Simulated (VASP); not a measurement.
A run of VASP 6.6.1 is set up as follows.

Contents of INCAR:

```
ALGO = Normal
EDIFF = 1E-6
EDIFFG = -0.005
ENCUT = 600
GGA = CA
IBRION = 2
ISIF = 3
ISMEAR = 0
LASPH = True
LCHARG = False
LREAL = False
LWAVE = False
NELM = 80
NSW = 100
PREC = Accurate
SIGMA = 0.02
```

KPOINTS

```
k-points
0
Gamma
  8 8 8
```

The input POSCAR:

```
SrO
1.0
    0.0000000000      2.5663000000      2.5663000000
    2.5663000000      0.0000000000      2.5663000000
    2.5663000000      2.5663000000      0.0000000000
Sr O
1 1
Direct
    0.5000000000      0.5000000000      0.5000000000
    0.0000000000      0.0000000000      0.0000000000
```

Potentials or basis: VASP PAW LDA potentials, release 64 (Sr_sv, O).

Launch:

```console
$ cat potpaw_LDA.64/Sr_sv/POTCAR potpaw_LDA.64/O/POTCAR > POTCAR
$ mpirun -np 1 vasp_std > vasp.out
```

Predict the space group after relaxing (to 0.05 Å).

Fm-3m (No. 225).

Estimate the band gap on the k mesh.

3.07 eV, indirect (least direct gap 3.12 eV).

Predict the relaxed volume.

16.34 Å³/atom.

Final structure:
```
Sr O
1.0
     0.00000    2.53775    2.53775
     2.53775    0.00000    2.53775
     2.53775    2.53775    0.00000
Sr O
1 1
Direct
  0.50000 0.50000 0.50000
  0.00000 0.00000 0.00000
```

A k mesh can miss the band edges. LDA usually gives volumes a few per cent too small.
